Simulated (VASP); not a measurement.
# IrRu (P-6m2) in VASP: single point with LDA

Aim: the single point of IrRu with LDA.

All numbers are computed with VASP 6.6.1; they aren't measurements. Logs are shortened: lines on timing, memory, paths and dates and some standing lists are left out, and cuts for length are marked.

### Step 1. The cell of the first run

Symmetry: P-6m2, No. 187, hexagonal system. The conventional cell has a = 2.725 Å, b = 2.725 Å, c = 4.331 Å, α = 90.00°, β = 90.00°, γ = 120.00°. Ru (site symmetry -6m2) has 6 Ir at 2.68 Å and 6 Ru at 2.72 Å within 3.5 Å. Ir (site symmetry -6m2) has 6 Ru at 2.68 Å and 6 Ir at 2.72 Å within 3.5 Å.

### Step 2. Single point, LDA

The input, INCAR:

```
SYSTEM = IrRu
  PREC = Accurate
  ENCUT = 520
  EDIFF = 1E-7
  ISMEAR = 0
  SIGMA = 0.1
  LREAL = .FALSE.
  LASPH = .TRUE.
  NELM = 100
  ALGO = Fast
  ISIF = 2
  LWAVE = .FALSE.
  LCHARG = .FALSE.
  NBANDS = 18
```

The input, KPOINTS:

```
regular mesh
0
G
  9 9 4
  0 0 0
```

The input, POSCAR:

```
IrRu
1.0
    2.7249110840      0.0000000000      0.0000000000
   -1.3624555420      2.3598422218      0.0000000000
    0.0000000000      0.0000000000      4.3306976446
Ru Ir
1 1
Direct
    0.6666666700      0.3333333300      0.0000000000
    0.0000000000      0.0000000000      0.5000000000
```

Potentials or basis: VASP PAW LDA potentials, release 64 (Ru_pv, Ir).

Launch:

```sh
$ cat potpaw_LDA.64/Ru_pv/POTCAR potpaw_LDA.64/Ir/POTCAR > POTCAR
$ mpirun -np 1 vasp_std > vasp.out
```

OUTCAR:

```text
SYSTEM = IrRu
   PREC = Accurate
   ENCUT = 520
   EDIFF = 1E-7
   ISMEAR = 0
   LREAL = .FALSE.
   LASPH = .TRUE.
   NELM = 100
   ISIF = 2

 ion  position               nearest neighbor table
   1  0.667  0.333  0.000-   2 2.68   2 2.68   2 2.68   2 2.68   2 2.68   2 2.68
   2  0.000  0.000  0.500-   1 2.68   1 2.68   1 2.68   1 2.68   1 2.68   1 2.68

  LATTYP: Found a hexagonal cell.
 ALAT       =     2.7249110840
 C/A-ratio  =     1.5892987004

  Lattice vectors:

 A1 = (   2.7249110840,   0.0000000000,   0.0000000000)
 A2 = (  -1.3624555420,   2.3598422218,   0.0000000000)
 A3 = (   0.0000000000,   0.0000000000,   4.3306976446)

Analysis of symmetry for initial positions (statically):
=====================================================================
 Subroutine PRICEL returns:
 Original cell was already a primitive cell.

 Routine SETGRP: Setting up the symmetry group for a
 hexagonal supercell.

 Subroutine GETGRP returns: Found 12 space group operations
 (whereof 12 operations were pure point group operations)
 out of a pool of 24 trial point group operations.

The static configuration has the point symmetry D_3h.

Analysis of symmetry for dynamics (positions and initial velocities):
=====================================================================
 Subroutine PRICEL returns:
 Original cell was already a primitive cell.

 Routine SETGRP: Setting up the symmetry group for a
 hexagonal supercell.

 Subroutine GETGRP returns: Found 12 space group operations
 (whereof 12 operations were pure point group operations)
 out of a pool of 24 trial point group operations.

The dynamic configuration has the point symmetry D_3h.

 Subroutine INISYM returns: Found 12 space group operations
 (whereof 12 operations are pure point group operations),
 and found     1 'primitive' translations

----------------------------------------------------------------------------------------

                                     Primitive cell

  volume of cell :      27.8479

  direct lattice vectors                    reciprocal lattice vectors
     2.724911084  0.000000000  0.000000000     0.366984452  0.211878572  0.000000000
    -1.362455542  2.359842222  0.000000000     0.000000000  0.423757144  0.000000000
     0.000000000  0.000000000  4.330697645     0.000000000  0.000000000  0.230909678

  length of vectors
     2.724911084  2.724911084  4.330697645     0.423757144  0.423757144  0.230909678

  position of ions in fractional coordinates (direct lattice)
     0.666666670  0.333333330  0.000000000
     0.000000000  0.000000000  0.500000000

  ion indices of the primitive-cell ions
   primitive index   ion index
                 1           1
                 2           2

----------------------------------------------------------------------------------------

 KPOINTS: regular mesh

Automatic generation of k-mesh.
 Grid dimensions read from file:
 generate k-points for:    9    9    4

 Generating k-lattice:

  Cartesian coordinates                     Fractional coordinates (reciprocal lattice)
     0.040776050  0.023542064  0.000000000     0.111111111  0.000000000  0.000000000
     0.000000000  0.047084127  0.000000000     0.000000000  0.111111111  0.000000000
     0.000000000  0.000000000  0.057727420     0.000000000  0.000000000  0.250000000

  Length of vectors
     0.047084127  0.047084127  0.057727420

  Shift w.r.t. Gamma in fractional coordinates (k-lattice)
     0.000000000  0.000000000  0.000000000

 Subroutine IBZKPT returns following result:
 ===========================================

 Found     36 irreducible k-points:

 Following reciprocal coordinates:
            Coordinates               Weight
  0.000000  0.000000  0.000000      1.000000
  0.111111 -0.000000  0.000000      6.000000
  0.222222 -0.000000  0.000000      6.000000
  0.333333  0.000000  0.000000      6.000000
  0.444444 -0.000000  0.000000      6.000000
  0.111111  0.111111  0.000000      6.000000
[... 16 lines left out ...]
  0.333333  0.222222  0.250000     24.000000
  0.333333  0.333333  0.250000      4.000000
 [... further k-points ...]
   k-points           NKPTS =     36   k-points in BZ     NKDIM =     36   number of bands    NBANDS=     18
   number of dos      NEDOS =    301   number of ions     NIONS =      2
   total plane-waves  NPLWV =  12800
   dimension x,y,z NGX =    20 NGY =   20 NGZ =   32
   dimension x,y,z NGXF=    40 NGYF=   40 NGZF=   64
   ions per type =               1   1
   NGX,Y,Z   is equivalent  to a cutoff of  12.20, 12.20, 12.28 a.u.
   NGXF,Y,Z  is equivalent  to a cutoff of  24.40, 24.40, 24.57 a.u.
 SYSTEM =  IrRu
   PREC   = accura    normal or accurate (medium, high low for compatibility)
   ISTART =      0    job   : 0-new  1-cont  2-samecut
   ICHARG =      2    charge: 1-file 2-atom 10-const
   ISPIN  =      1    spin polarized calculation?
   LNONCOLLINEAR =      F non collinear calculations
   LSORBIT =      F    spin-orbit coupling
   LASPH  =      T    aspherical Exc in radial PAW
   ENCUT  =  520.0 eV  38.22 Ry    6.18 a.u.   5.07  5.07  8.05*2*pi/ulx,y,z
   NELM   =    100;   NELMIN=  2; NELMDL= -5     # of ELM steps
   EDIFF  = 0.1E-06   stopping-criterion for ELM
   LREAL  =      F    real-space projection
   EDIFFG = 0.1E-05   stopping-criterion for IOM
   NSW    =      0    number of steps for IOM
   IBRION =     -1    ionic relax: 0-MD 1-quasi-New 2-CG
   NFREE  =      0    steps in history (QN), initial steepest desc. (CG)
   ISIF   =      2    stress and relaxation
   ISYM   =      2    0-nonsym 1-usesym 2-fastsym
   POTIM  = 0.5000    time-step for ionic-motion
   TEBEG  =    0.0;   TEEND  =   0.0 temperature during run
   PSTRESS=    0.0 pullay stress
   NELECT =      23.0000    total number of electrons
   NUPDOWN=      -1.0000    fix difference up-down
   EMIN   =  10.00;   EMAX   =-10.00  energy-range for DOS
   EFERMI =   0.00;   METHOD = LEGACY
   ISMEAR =     0;   SIGMA  =   0.10  broadening in eV -4-tet -1-fermi 0-gaus
   EFERMI_NEDOS =   21; number of points for ismear=-14 and -15
   IALGO  =     68    algorithm
   IMIX   =      4    mixing-type and parameters
     AMIX     =   0.40;   BMIX     =  1.00
     AMIX_MAG =   1.60;   BMIX_MAG =  1.00
  volume/ion in A,a.u.               =      13.92        93.96
  Fermi-wavevector in a.u.,A,eV,Ry     =   1.535983  2.902587 32.099457  2.359244
  Thomas-Fermi vector in A             =   2.642695
   LORBIT       =      0    0 simple, 1 ext, 2 COOP (PROOUT), +10 PAW based schemes
   GGA     = CA    functional components
   LHFCALC =     F    Hartree Fock is set to
   AEXX    =    0.0000 exact exchange contribution
   IVDW    =     0    specifies the selected vdW correction
   LEPSILON=     F    determine dielectric tensor
   LRPA    =     F    only Hartree local field effects (RPA)
 non-spin polarized calculation
 RMM-DIIS sequential band-by-band and
 Gauss-broadening in eV      SIGMA  =   0.10
  energy-cutoff  :      520.00
  volume of cell :       27.85
 maximum number of plane-waves:       768
   NGX = 11   NGY = 11   NGZ = 17

 number of electron      23.0000006 magnetization

 Free energy of the ion-electron system (eV)
  ---------------------------------------------------
  ext. energy  EPLUGINS =         0.00000000
  ---------------------------------------------------
  free energy    TOTEN  =       -21.00517766 eV

  energy without entropy =      -20.98501512  energy(sigma->0) =      -20.99509639

 E-fermi :  11.5133     XC(G=0): -14.2327

 val. band max:       11.5101525021   @ k =   0.2222   0.1111   0.2500
 cond. band min:      11.5270713503   @ k =   0.3333   0.0000   0.2500
 fundamental gap:      0.0169188482
 Fermi energy:        11.5133396082

 k-point     1 :       0.0000    0.0000    0.0000
  band No.  band energies     occupation
      1     -31.6124      2.00000
      2     -31.1228      2.00000
      3     -31.1228      2.00000
      4       1.5151      2.00000
      5       4.4568      2.00000
      6       7.9420      2.00000
[... 10 lines left out ...]
     17      21.3438      0.00000
     18      26.0420      0.00000

 k-point     2 :       0.1111   -0.0000    0.0000
  band No.  band energies     occupation
      1     -31.6021      2.00000
      2     -31.2077      2.00000
      3     -31.1426      2.00000
      4       1.9910      2.00000
      5       4.7959      2.00000
      6       7.4327      2.00000
[... 10 lines left out ...]
     17      21.3435      0.00000
     18      26.7876      0.00000

 k-point     3 :       0.2222   -0.0000    0.0000
  band No.  band energies     occupation
      1     -31.5760      2.00000
      2     -31.4191      2.00000
      3     -31.1923      2.00000
      4       3.2075      2.00000
      5       5.3696      2.00000
      6       6.9686      2.00000
[... 10 lines left out ...]
     17      21.3427      0.00000
     18      25.8243      0.00000

 k-point     4 :       0.3333    0.0000    0.0000
  band No.  band energies     occupation
      1     -31.6539      2.00000
      2     -31.5460      2.00000
      3     -31.2484      2.00000
      4       4.2332      2.00000
      5       5.3235      2.00000
      6       5.9808      2.00000
[... 375 lines left out ...]
      4       5.3357      2.00000
      5       5.4930      2.00000
      6       6.2656      2.00000
[... 10 lines left out ...]
     17      23.2930      0.00000
     18      24.6113      0.00000

 k-point    23 :       0.3333    0.2222    0.2500
  band No.  band energies     occupation
      1     -31.7162      2.00000
      2     -31.5151      2.00000
      3     -31.4595      2.00000
      4       5.1204      2.00000
      5       5.9858      2.00000
      6       6.1545      2.00000
[... 10 lines left out ...]
     17      21.6653      0.00000
     18      23.7016      0.00000

 k-point    24 :       0.3333    0.3333    0.2500
  band No.  band energies     occupation
      1     -31.6160      2.00000
      2     -31.6117      2.00000
      3     -31.5092      2.00000
      4       5.6452      2.00000
      5       6.0235      2.00000
      6       6.1640      2.00000
[... 10 lines left out ...]
     17      22.4077      0.00000
     18      23.6402      0.00000

 [... further k-points ...]
[... 5 lines left out ...]
  --------------------------------------------------------------------------------------
  -------------------------------------------------------------------------------------
  Total       -1.7223622     -1.7223622     -1.6549860      0.0000000     -0.0000000      0.0000000
  in kB      -99.0927544    -99.0927544    -95.2163985      0.0000000     -0.0000000      0.0000000
  external PRESSURE =     -97.8006358 kB  Pullay stress =       0.0000000 kB

 VOLUME and BASIS-vectors are now :
 -----------------------------------------------------------------------------
  energy-cutoff  :      520.00
  volume of cell :       27.85
      direct lattice vectors                 reciprocal lattice vectors
     2.724911084  0.000000000  0.000000000     0.366984452  0.211878572  0.000000000
    -1.362455542  2.359842222  0.000000000     0.000000000  0.423757144  0.000000000
     0.000000000  0.000000000  4.330697645     0.000000000  0.000000000  0.230909678

 POSITION                                       TOTAL-FORCE (eV/Angst)
 -----------------------------------------------------------------------------------
      1.36246      0.78661      0.00000         0.000000     -0.000000      0.000000
      0.00000      0.00000      2.16535        -0.000000      0.000000      0.000000
 -----------------------------------------------------------------------------------
    total drift:                               -0.000013      0.000007      0.000000

  FREE ENERGIE OF THE ION-ELECTRON SYSTEM (eV)
  ---------------------------------------------------
  free  energy   TOTEN  =       -21.0051776559 eV

  energy  without entropy=      -20.9850151234  energy(sigma->0) =      -20.99509639
```

It took 26 s on 1 thread of Intel Xeon 8259CL, shared host; peak memory 0.14 GiB.

What came out:

```yaml
Free_energy: -21.0052 eV
Pressure: -9.8 GPa
```

Stress tensor (GPa, compression positive):
```
-9.91  0.00  0.00
 0.00 -9.91  0.00
 0.00  0.00 -9.52
```

Levels at points of the mesh, in eV from the Fermi level:
```
           k point  band 7  band 8  band 9  band 10  band 11  band 12  band 13  band 14  band 15  band 16
(0.00, 0.00, 0.00)   -3.57   -3.12   -2.34    -2.34    -2.06    -2.06     0.26     0.68     0.68     8.75
(0.00, 0.00, 0.50)   -3.85   -3.85   -3.28    -3.13    -3.13    -0.14    -0.14     0.12     0.12     9.83
```

Caveat: the k points lie up to 0.36 Å⁻¹ apart; spin-orbit coupling is left out, which moves the levels of the heavy elements.
